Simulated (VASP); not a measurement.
# Al16Ni in VASP: a series of runs, part 2 of 2

VASP 6.6.1. Earlier steps stand in the parts before.

## 3. Single point, PBE, collinear spin, zero start

INCAR reads:

```
SYSTEM = Al16Ni
ALGO     = Normal         ! electronic algorithm
EDIFF    = 1E-6           ! SCF threshold, eV
ENCUT    = 520            ! plane-wave cutoff, eV
GGA      = PE             ! functional
ISIF     = 2              ! what is computed and relaxed
ISMEAR   = -1             ! smearing method
ISPIN    = 2              ! spin polarisation
LASPH    = .TRUE.         ! aspherical terms in the spheres
LCHARG   = .FALSE.        ! write CHGCAR
LMAXMIX  = 4              ! l up to which the mixer works
LORBIT   = 11             ! projections on sites
LREAL    = Auto         
LWAVE    = .FALSE.        ! write WAVECAR
MAGMOM   = 0 0 0 0 0 0 0 0 0 0 0 0 0 0 0 0 0 ! initial moments
NBANDS   = 47             ! bands
NELM     = 150            ! most SCF steps
PREC     = Accurate       ! precision mode
SIGMA    = 0.1            ! smearing width, eV
```

KPOINTS reads:

```
k-points
0
G
  4 4 1
  0 0 0
```

POSCAR reads:

```
Al16Ni
1.0
    5.7275650000      0.0000000000      0.0000000000
    2.8637820000      4.9602170000      0.0000000000
    0.0000000000      0.0000000000     18.0148060000
Al Ni
16 1
Direct
    0.0000000000      0.0000000000      0.0555098956
    0.5000000873      0.0000000000      0.0555098956
   -0.0000000504      0.5000001008      0.0555098956
    0.5000000369      0.5000001008      0.0555098956
    0.1670640248      0.1671914757      0.1875171456
    0.6682361356      0.1681744972      0.1861237917
    0.1676455307      0.6676375247      0.1876532559
    0.6672186681      0.6670377526      0.1875555585
   -0.1638340304      0.3361205770      0.3135681283
    0.3417203032      0.3318544330      0.3122167955
   -0.1680903022      0.8417746643      0.3122895689
    0.3357661451      0.8361577729      0.3153799158
    0.0087126694      0.0019811633      0.4471260473
    0.5045640347      0.0030877681      0.4487718602
    0.0221801294      0.5218430968      0.4374543917
    0.5005496196      0.5091321610      0.4466967338
    0.8591525003      0.3644614742      0.5260695563
```

Potentials or basis: VASP PAW PBE potentials, release 64 (Al, Ni).

Started as:

```console
$ cat potpaw_PBE.64/Al/POTCAR potpaw_PBE.64/Ni/POTCAR > POTCAR
$ mpirun -np 1 vasp_std > vasp.out
```

OUTCAR:

```text
SYSTEM = Al16Ni
   EDIFF = 1E-6
   ENCUT = 520
   GGA = PE
   ISIF = 2
   ISMEAR = -1
   ISPIN = 2
   LASPH = .TRUE.
   LORBIT = 11
   LREAL = Auto
   NELM = 150
   PREC = Accurate

 ion  position               nearest neighbor table
   1  0.000  0.000  0.056-   2 2.86   3 2.86   4 2.86   4 2.86   3 2.86   2 2.86   6 2.87   7 2.90
                             5 2.90
   2  0.500  0.000  0.056-   1 2.86   3 2.86   4 2.86   4 2.86   1 2.86   3 2.86   6 2.88   5 2.90
                             8 2.90
   3  1.000  0.500  0.056-   4 2.86   2 2.86   1 2.86   1 2.86   4 2.86   2 2.86   5 2.89   8 2.90
                             7 2.90
   4  0.500  0.500  0.056-   3 2.86   2 2.86   1 2.86   1 2.86   2 2.86   3 2.86   6 2.87   7 2.90
                             8 2.90
   5  0.167  0.167  0.188-   9 2.80  10 2.81  12 2.83   6 2.85   7 2.86   8 2.86   8 2.86   7 2.87
                             6 2.87   3 2.89   2 2.90   1 2.90
   6  0.668  0.168  0.186-  10 2.79  11 2.79   9 2.84   5 2.85   8 2.85   7 2.86   7 2.86   1 2.87
                             4 2.87   8 2.87   5 2.87   2 2.88
   7  0.168  0.668  0.188-  10 2.79  11 2.80  12 2.84   5 2.86   8 2.86   6 2.86   6 2.86   8 2.87
                             5 2.87   4 2.90   1 2.90   3 2.90
   8  0.667  0.667  0.188-   9 2.80  11 2.81  12 2.83   6 2.85   7 2.86   5 2.86   5 2.86   7 2.87
                             6 2.87   3 2.90   2 2.90   4 2.90
   9  0.836  0.336  0.314-   8 2.80   5 2.80   6 2.84  11 2.84  10 2.84  12 2.86  12 2.87  10 2.88
                            11 2.88  15 2.89  16 2.92  13 2.92
  10  0.342  0.332  0.312-  15 2.76   6 2.79   7 2.79   5 2.81  11 2.81   9 2.84  12 2.86  12 2.87
                             9 2.88  11 2.92  16 2.94  14 2.95
  11  0.832  0.842  0.312-  15 2.76   6 2.79   7 2.80  10 2.81   8 2.81   9 2.84  12 2.86  12 2.87
                             9 2.88  10 2.92  14 2.95  13 2.95
  12  0.336  0.836  0.315-   5 2.83   8 2.83   7 2.84  10 2.86  11 2.86   9 2.86   9 2.87  16 2.87
                            11 2.87  10 2.87  13 2.87  14 2.92
  13  0.009  0.002  0.447-  17 2.30  15 2.72  16 2.82  14 2.84  12 2.87  14 2.88  16 2.91   9 2.92
                            11 2.95  15 3.02
[... 678 lines left out ...]
      2      -7.1425      1.00000
      3      -5.6446      1.00000
      4      -3.4672      1.00000
      5      -2.4114      1.00000
      6      -2.3779      1.00000
[... 429 lines left out ...]
     40       5.4318      0.00000
     41       5.5253      0.00000
 [bands above 41 left out]

------------------------ aborting loop because EDIFF is reached ----------------------------------------

  FORCE on cell =-STRESS in cart. coord.  units (eV):
  Direction    XX          YY          ZZ          XY          YZ          ZX
  --------------------------------------------------------------------------------------
  -------------------------------------------------------------------------------------
  Total       -2.0893383     -2.8068950     -0.2814575      0.4417580     -0.3897341     -0.6155333
  in kB       -6.5406220     -8.7869158     -0.8810957      1.3829125     -1.2200530     -1.9269118
  external PRESSURE =      -5.4028778 kB  Pullay stress =       0.0000000 kB

 VOLUME and BASIS-vectors are now :
 -----------------------------------------------------------------------------
  energy-cutoff  :      520.00
  volume of cell :      511.80
      direct lattice vectors                 reciprocal lattice vectors
     5.727565000  0.000000000  0.000000000     0.174594265 -0.100802024  0.000000000
     2.863782000  4.960217000  0.000000000     0.000000000  0.201604083  0.000000000
     0.000000000  0.000000000 18.014806000     0.000000000  0.000000000  0.055509896

 POSITION                                       TOTAL-FORCE (eV/Angst)
 -----------------------------------------------------------------------------------
      0.00000      0.00000      1.00000         0.014293      0.001597     -0.003230
      2.86378      0.00000      1.00000        -0.000103     -0.000514      0.010781
      7.15946      2.48011      1.00000        -0.013377     -0.006532      0.030749
      4.29567      2.48011      1.00000         0.009894      0.011846     -0.002519
      1.43567      0.82931      3.37808         0.013332      0.008556     -0.006397
      4.30898      0.83418      3.35298         0.010090      0.006085      0.015045
[... 9 lines left out ...]
      4.32497      2.52541      8.04716        -0.035008      0.022143     -0.074765
      5.96459      1.80781      9.47704        -0.092732     -0.072914      0.003696
 -----------------------------------------------------------------------------------
    total drift:                                0.014646      0.006358      0.014109

  FREE ENERGIE OF THE ION-ELECTRON SYSTEM (eV)
  ---------------------------------------------------
  free  energy   TOTEN  =       -61.8794772177 eV

  energy  without entropy=      -61.6198354195  energy(sigma->0) =      -61.74965632

 total charge

# of ion       s       p       d       tot
------------------------------------------
    1        0.458   0.301   0.000   0.759
    2        0.457   0.301   0.000   0.758
    3        0.458   0.301   0.000   0.758
    4        0.458   0.301   0.000   0.759
    5        0.431   0.339   0.000   0.770
    6        0.431   0.341   0.000   0.772
[... 9 lines left out ...]
   16        0.447   0.337   0.000   0.784
   17        0.501   0.234   8.542   9.276
--------------------------------------------------
tot          7.583   5.469   8.542  21.593

 magnetization (x)

# of ion       s       p       d       tot
------------------------------------------
    1       -0.000   0.000   0.000  -0.000
    2       -0.000   0.000   0.000  -0.000
    3       -0.000   0.000   0.000  -0.000
    4       -0.000   0.000   0.000  -0.000
    5       -0.000   0.000   0.000   0.000
    6        0.000   0.000   0.000   0.000
[... 9 lines left out ...]
   16       -0.000   0.000   0.000  -0.000
   17       -0.000   0.000  -0.000  -0.000
--------------------------------------------------
tot         -0.000   0.000  -0.000  -0.000
```

It took 24 min on 1 thread of Intel Xeon Platinum 8375C at 2.90GHz (Ice Lake), shared host; peak memory 1 GiB.

What came out:

- Free energy: -61.8795 eV
- Largest force: 0.118 eV/Å
- Band gap on the k mesh: zero (filled and empty bands overlap)
- Net moment: 0.00 μB per cell
- Valence electrons inside the program's atomic spheres: Al 0.76, 0.77, 0.78, 0.75, 0.80; Ni 9.28

Forces on the atoms (eV/Å):
```
Al   0.014  0.002 -0.003
Al   0.000 -0.001  0.011
Al  -0.013 -0.007  0.031
Al   0.010  0.012 -0.003
Al   0.013  0.009 -0.006
Al   0.010  0.006  0.015
Al   0.009  0.005  0.008
Al   0.013  0.008 -0.006
Al   0.021  0.014 -0.013
Al   0.009  0.012  0.021
Al   0.014  0.003  0.020
Al   0.033  0.019 -0.020
Al   0.006 -0.022 -0.057
Al   0.015  0.008  0.023
Al  -0.027 -0.017  0.051
Al  -0.035  0.022 -0.075
Ni  -0.093 -0.073  0.004
```

## 4. Single point, PBE, collinear spin, zero start

INCAR reads:

```
PREC = Accurate
ENCUT = 520
EDIFF = 1E-7
ISMEAR = -1
SIGMA = 0.1
LREAL = Auto
LASPH = True
NELM = 150
ALGO = Normal
ISIF = 2
LWAVE = False
LCHARG = True
ISPIN = 2
MAGMOM = 0 0 0 0 0 0 0 0 0 0 0 0 0 0 0 0 0
LORBIT = 11
LMAXMIX = 4
GGA = PE
LELF = True
LVHAR = True
NBANDS = 47
```

KPOINTS reads:

```
regular mesh
0
Gamma
  4 4 1
```

POSCAR reads:

```
Al16Ni
1.0
    5.7275650000      0.0000000000      0.0000000000
    2.8637820000      4.9602170000      0.0000000000
    0.0000000000      0.0000000000     18.0148060000
Al Ni
16 1
Direct
    0.0000000000      0.0000000000      0.0555098956
    0.5000000873      0.0000000000      0.0555098956
   -0.0000000504      0.5000001008      0.0555098956
    0.5000000369      0.5000001008      0.0555098956
    0.1659821693      0.1677059693      0.1879338029
    0.6656438531      0.1700288516      0.1857398298
    0.1671964047      0.6676802648      0.1877394072
    0.6655976654      0.6673528598      0.1866193841
   -0.1667774621      0.3364312489      0.3124820772
    0.3411566541      0.3312871191      0.3141363276
   -0.1725321596      0.8427677660      0.3093987246
    0.3401932447      0.8325805101      0.3162777329
   -0.0084050779     -0.0128478250      0.4392263231
    0.4594678945      0.0298307514      0.4561297524
   -0.0052679071      0.5391231876      0.4344655724
    0.5347259117      0.4926951785      0.4549110881
    1.0152416209      0.2608940294      0.5239015063
```

Started as:

```console
$ cat potpaw_PBE.64/Al/POTCAR potpaw_PBE.64/Ni/POTCAR > POTCAR
$ mpirun -np 1 vasp_std > vasp.out
```

Run time: 32 min. Hardware: 1 thread of Oxide Virtual Turin-like, shared host; peak memory 1 GiB.

Results (log left out):

* Free energy: -61.8559 eV
* Largest force: 0.103 eV/Å
* Band gap on the k mesh: zero (filled and empty bands overlap)
* Net moment: 0.00 μB per cell
* Valence electrons inside the program's atomic spheres: Al 0.76, 0.77, 0.78, 0.81, 0.75; Ni 9.28

Forces on the atoms (eV/Å):
```
Al   0.043  0.048 -0.003
Al  -0.024  0.019  0.011
Al  -0.020 -0.062  0.019
Al  -0.001  0.009 -0.039
Al   0.010  0.004  0.010
Al   0.006  0.011 -0.002
Al   0.008  0.004  0.006
Al   0.004  0.006 -0.009
Al   0.016  0.010 -0.013
Al   0.027 -0.001  0.028
Al   0.009 -0.010 -0.019
Al   0.035 -0.005  0.003
Al  -0.012 -0.019 -0.082
Al  -0.011  0.005  0.036
Al   0.004  0.003 -0.001
Al   0.006  0.001  0.055
Ni  -0.100 -0.024  0.000
```

Levels at points of the mesh, in eV from the Fermi level:
Spin up:
| k point | band 24 | band 25 | band 26 | band 27 | band 28 | band 29 | band 30 | band 31 |
| --- | --- | --- | --- | --- | --- | --- | --- | --- |
| (0.00, 0.00, 0.00) | -1.48 | -1.38 | -1.33 | -1.18 | -1.12 | -0.66 | -0.09 | 0.04 |
| (0.50, 0.00, 0.00) | -0.69 | -0.66 | -0.48 | -0.38 | 0.33 | 0.46 | 0.51 | 0.59 |
| (0.50, 0.50, 0.00) | -0.64 | -0.61 | -0.45 | -0.41 | 0.29 | 0.41 | 0.53 | 0.65 |
| (0.00, 0.50, 0.00) | -0.64 | -0.62 | -0.45 | -0.43 | 0.27 | 0.40 | 0.51 | 0.64 |
Spin down:
| k point | band 23 | band 24 | band 25 | band 26 | band 27 | band 28 | band 29 | band 30 | band 31 | band 32 |
| --- | --- | --- | --- | --- | --- | --- | --- | --- | --- | --- |
| (0.00, 0.00, 0.00) | -2.05 | -1.48 | -1.38 | -1.33 | -1.18 | -1.12 | -0.66 | -0.09 | 0.04 | 0.09 |
| (0.50, 0.00, 0.00) | -1.14 | -0.69 | -0.66 | -0.48 | -0.38 | 0.33 | 0.46 | 0.51 | 0.59 | 0.72 |
| (0.50, 0.50, 0.00) | -1.03 | -0.64 | -0.61 | -0.45 | -0.41 | 0.29 | 0.41 | 0.53 | 0.65 | 0.68 |
| (0.00, 0.50, 0.00) | -1.03 | -0.64 | -0.62 | -0.45 | -0.43 | 0.27 | 0.40 | 0.51 | 0.64 | 0.67 |
